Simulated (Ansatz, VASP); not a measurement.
## Two plane-wave programs on TePb

```
CELL_PARAMETERS angstrom
0.00000 3.20248 3.20248
3.20248 0.00000 3.20248
3.20248 3.20248 0.00000
ATOMIC_POSITIONS crystal
Pb 0.00000 0.00000 0.00000
Te 0.50000 0.50000 0.50000
```

Change from the starting cell: hydrostatic strain -2.0%.

Alike in both runs: task single point; functional PBE; k mesh 8 × 8 × 8; occupations fermi-dirac, width 0.02 eV; no spin polarisation.

|  | VASP | Ansatz |
| --- | --- | --- |
| version | VASP 6.6.1 | Ansatz 0.2.0 |
| potentials or method | VASP PAW PBE potentials, release 64 (Pb_d, Te) | plane waves, PAW |
| plane-wave cutoff (eV) | 520 | 420 |
| valence electrons in the cell | 20 | 30 |

|  | VASP | Ansatz | Ansatz less VASP |
| --- | --- | --- | --- |
| pressure (GPa) | 3.4 | 3.5 | +0.04 |

VASP's potentials hold 20 valence electrons a cell and Ansatz's 30, so a difference there can come from the potentials and not from the codes.

Neither program's run includes spin-orbit coupling.
